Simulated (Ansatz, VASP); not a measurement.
## Ga4As3P: VASP beside Ansatz

INCAR

```
SYSTEM = Ga4As3P
PREC = Accurate
ENCUT = 600
EDIFF = 1E-6
ISMEAR = 0
SIGMA = 0.1
LREAL = .False.
LASPH = .True.
NELM = 60
ALGO = Normal
ISIF = 3
LWAVE = .False.
LCHARG = .False.
GGA = PE
IBRION = 2
NSW = 90
EDIFFG = -0.04
```

Contents of KPOINTS:

```
regular mesh
0
Gamma
  4 4 4
  0 0 0
```

Contents of POSCAR:

```
Ga4As3P
1.0
    5.4941073900      0.0000000000      0.0000000000
    0.0000000000      5.4941073900      0.0000000000
    0.0000000000      0.0000000000      5.4941073900
Ga P As
4 1 3
Direct
    0.7500000000      0.7500000000      0.7500000000
    0.7500000000      0.2500000000      0.2500000000
    0.2500000000      0.7500000000      0.2500000000
    0.2500000000      0.2500000000      0.7500000000
    0.5000000000      0.5000000000      0.5000000000
    0.0000000000      0.0000000000      0.5000000000
    0.0000000000      0.5000000000      0.0000000000
    0.5000000000      0.0000000000      0.0000000000
```

Input for Ansatz:

```yaml
crystal:
  lattice:
    - [5.49410739, 0.0, 0.0]
    - [0.0, 5.49410739, 0.0]
    - [0.0, 0.0, 5.49410739]
  atoms:
    - { symbol: Ga, position: [0.75, 0.75, 0.75] }
    - { symbol: Ga, position: [0.75, 0.25, 0.25] }
    - { symbol: Ga, position: [0.25, 0.75, 0.25] }
    - { symbol: Ga, position: [0.25, 0.25, 0.75] }
    - { symbol: P, position: [0.5, 0.5, 0.5] }
    - { symbol: As, position: [0.0, 0.0, 0.5] }
    - { symbol: As, position: [0.0, 0.5, 0.0] }
    - { symbol: As, position: [0.5, 0.0, 0.0] }
basis:
  ecutwfc: 420
kpoints:
  mp_grid: { grid: [4, 4, 4] }
hamiltonian:
  xc: pbe
scf:
  occupations: { method: gaussian, width: 0.1 }
  lower_state_search: "off"
output:
  forces: true
  stress: true
  eigenvalues: true
relax:
  adjacent_minimum: "off"
  f_tol: 0.04
  max_steps: 70
  cell: { stress_tol: 0.4 }
```

Alike in both runs: task relaxation of cell and atoms; functional PBE; k mesh 4 × 4 × 4; occupations gaussian, width 0.1 eV; no spin polarisation.

|  | VASP | Ansatz |
| --- | --- | --- |
| version | VASP 6.6.1 | Ansatz 0.2.0 |
| potentials or method | VASP PAW PBE potentials, release 64 (Ga_d, P, As), cutoff 600 eV | scalar-relativistic, plane waves, PAW |
| valence electrons in the cell | 72 | 102 |

```csv
,VASP,Ansatz,Ansatz less VASP
"gap on the k mesh at the Fermi level, each at its own relaxed structure (eV)",0.49,0.52,+0.025
relaxed volume (Å³/atom),22.94,22.86,-0.082
relaxed cell length with the largest relative difference (Å),5.683,5.676,-0.0068
```

VASP's potentials hold 72 valence electrons a cell and Ansatz's 102, so a difference there can come from the potentials and not from the codes.
